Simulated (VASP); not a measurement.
Rb, 1 atom in the cell. The structure is tetragonal, space group I4/mmm (No. 139). Conventional cell: a = 5.640 Å, b = 5.640 Å, c = 5.556 Å, α = 90.00°, β = 90.00°, γ = 90.00°.  This cell differs from its parent crystal: z stretched by -1 % at fixed volume.

| Quantity | Value |
| --- | --- |
| Program | VASP 6.6.1 |
| Task | single point |
| Functional | PBE |
| Potentials or basis | VASP PAW PBE potentials, release 64 (Rb_sv) |
| Cutoff | 520 eV |
| k mesh | 8 × 8 × 8 |
| Occupations | fermi-dirac, width 0.05 eV |
| Spin | no spin polarisation |
| Dipole correction | no |
| Further INCAR settings | ALGO = Normal; EDIFF = 1e-06; NBANDS = 10 |

Potentials or basis: VASP PAW PBE potentials, release 64 (Rb_sv).

Run with:

```bash
$ cat potpaw_PBE.64/Rb_sv/POTCAR > POTCAR
$ mpirun -np 1 vasp_std > vasp.out
```

Hardware: 1 thread of Oxide Virtual Turin-like Processor (shared host).

Problem. How long does it take, and how much memory?

Solution. It took 37 s on 1 thread of Oxide Virtual Turin-like Processor, with other jobs on the host, peak memory 0.19 GiB. Counts: scf iterations 10, k points 59.
